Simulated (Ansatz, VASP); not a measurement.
**One calculation of Zn, two programs**

File INCAR:

```
  PREC = Accurate
  ENCUT = 520
  EDIFF = 1E-8
  ISMEAR = -1
  SIGMA = 0.03
  LREAL = F
  LASPH = T
  NELM = 80
  ALGO = Normal
  ISIF = 2
  LWAVE = F
  LCHARG = F
  GGA = PE
  LEFG = T
  NBANDS = 19
```

KPOINTS

```
Automatic mesh
0
Gamma
  18 18 8
```

Contents of POSCAR:

```
Zn
1.0
    2.6647980532      0.0000000000      0.0000000000
   -1.3323990266      2.3077828100      0.0000000000
    0.0000000000      0.0000000000      4.9961670000
Zn
2
Direct
    0.3333333333      0.6666666667      0.2500000000
    0.6666666667      0.3333333333      0.7500000000
```

Input for Ansatz:

```yaml
crystal:
  lattice:
    - [2.6647980532, 0.0, 0.0]
    - [-1.3323990266, 2.30778281, 0.0]
    - [0.0, 0.0, 4.996167]
  atoms:
    - { symbol: Zn, position: [0.3333333333, 0.6666666667, 0.25] }
    - { symbol: Zn, position: [0.6666666667, 0.3333333333, 0.75] }
kpoints:
  mp_grid: { grid: [18, 18, 8] }
scf:
  occupations: { method: fermi_dirac, width: 0.03 }
hamiltonian:
  xc: pbe
  pseudopotentials: { kind: all_electron, datasets: crystal }
output:
  forces: true
  stress: true
  eigenvalues: true
  efg: { contact_densities: true }
```

Change from the starting cell: zz strain of +1 %, crystal datasets.

Alike in both runs: task electric field gradients; functional PBE; k mesh 18 × 18 × 8; occupations fermi-dirac, width 0.03 eV; no spin polarisation.

|  | VASP | Ansatz |
| --- | --- | --- |
| version | VASP 6.6.1 | Ansatz 0.2.0 |
| potentials or method | VASP PAW PBE potentials, release 64 (Zn), cutoff 520 eV | all-electron PAW with datasets made for the crystal, scalar-relativistic |

Ansatz gave:

- pressure (GPa): -0.9
- traceless stress, the component that is largest in VASP (GPa): 1.00
- size of Vzz on the site where it differs most (V/Å²): 37.0

**Question.** Which values does VASP return?

**Answer.** Pressure (GPa): -0.6; traceless stress, the component that is largest in VASP (GPa): 0.87; size of Vzz on the site where it differs most (V/Å²): 37.1.

Ansatz ran all-electron here, and VASP with PAW potentials.
